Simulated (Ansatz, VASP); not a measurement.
## One calculation of C, two programs

```
C
1.0
     2.45600    0.00000    0.00000
    -1.22800    2.12696    0.00000
     0.00000    0.00000    6.69600
C
4
Direct
  0.00000 0.00000 0.75000
  0.00000 0.00000 0.25000
  0.33333 0.66667 0.75000
  0.66667 0.33333 0.25000
```

Alike in both runs: task relaxation of cell and atoms; functional r2SCAN; k mesh 21 × 21 × 6; occupations gaussian, width 0.1 eV; no spin polarisation.

```csv
,VASP,Ansatz
version,VASP 6.6.1,Ansatz 0.2.0
potentials or method,"VASP PAW PBE potentials, release 64 (C), cutoff 600 eV","scalar-relativistic, plane waves, PAW"
valence electrons in the cell,16,16
```

|  | VASP | Ansatz | Ansatz less VASP |
| --- | --- | --- | --- |
| gap on the k mesh at the Fermi level, each at its own relaxed structure (eV) | none | none | - |
| relaxed volume (Å³/atom) | 9.08 | 9.21 | +0.127 |
| relaxed cell length with the largest relative difference (Å) | 6.950 | 7.052 | +0.1023 |

VASP's potentials were made for PBE, not for r2SCAN. A gap of «none» marks a metal or a gap that the smearing closes.
